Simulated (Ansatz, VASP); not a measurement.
# NaCl in VASP and in Ansatz

Contents of POSCAR:

```
NaCl
1.0
    0.0000000000      2.8027319616      2.9453910185
    2.8027319616      0.0000000000      2.9453910185
    2.8027319616      2.8027319616      0.0000000000
Na Cl
1 1
Direct
    0.0000000000      0.0000000000      0.0000000000
    0.5000000000      0.5000000000      0.5000000000
```

The input INCAR.step1:

```
ALGO = Normal ; EDIFF = 1E-4
ENCUT = 520 ; GGA = PE
ISMEAR = 0 ; LASPH = True
LCHARG = False ; LREAL = False
LWAVE = True ; NBANDS = 14
NELM = 60 ; PREC = Accurate
SIGMA = 0.01
```

INCAR.step2

```
ALGO = Normal ; EDIFF = 1E-6
ENCUT = 520 ; ISIF = 2
ISMEAR = 0 ; ISTART = 1
LASPH = True ; LCHARG = False
LMIXTAU = True ; LREAL = False
LWAVE = False ; METAGGA = R2SCAN
NBANDS = 14 ; NELM = 60
PREC = Accurate ; SIGMA = 0.01
```

The input KPOINTS:

```
k-points
0
Gamma
  8 8 8
```

Input for Ansatz:

```yaml
crystal:
  lattice:
    - [0.0, 2.8027319616, 2.9453910185]
    - [2.8027319616, 0.0, 2.9453910185]
    - [2.8027319616, 2.8027319616, 0.0]
  atoms:
    - { symbol: Na, position: [0.0, 0.0, 0.0] }
    - { symbol: Cl, position: [0.5, 0.5, 0.5] }
kpoints:
  mp_grid: { grid: [8, 8, 8] }
  band_path:
    path:
      - [0.0, 0.0, 0.0]
      - [0.5, 0.0, 0.5]
      - [0.625, 0.25, 0.625]
      - [0.375, 0.375, 0.75]
      - [0.5, 0.5, 0.5]
      - [0.5, 0.25, 0.75]
    npoints: 1
hamiltonian:
  xc: r2scan
scf:
  occupations: { method: fixed }
  n_extra_bands: 4
output:
  forces: true
  stress: true
  eigenvalues: true
```

Change from the starting cell: uniaxial_z strain +5.1%.

Alike in both runs: task single point; functional r2SCAN; k mesh 8 × 8 × 8; no spin polarisation.

|  | VASP | Ansatz |
| --- | --- | --- |
| version | VASP 6.6.1 | Ansatz 0.2.0 |
| potentials or method | VASP PAW PBE potentials, release 64 (Na_pv, Cl) | plane waves, PAW |
| plane-wave cutoff (eV) | 520 | 500 |
| occupations | gaussian, width 0.01 eV | fixed |
| valence electrons in the cell | 14 | 16 |

```csv
,VASP,Ansatz,Ansatz less VASP
gap on the k mesh at the Fermi level (eV),5.78,5.75,-0.023
pressure (GPa),-1.3,-1.0,+0.26
"traceless stress, the component that is largest in VASP (GPa)",-1.12,-1.09,+0.024
```

VASP's potentials were made for PBE, not for r2SCAN. VASP's potentials hold 14 valence electrons a cell and Ansatz's 16, so a difference there can come from the potentials and not from the codes.
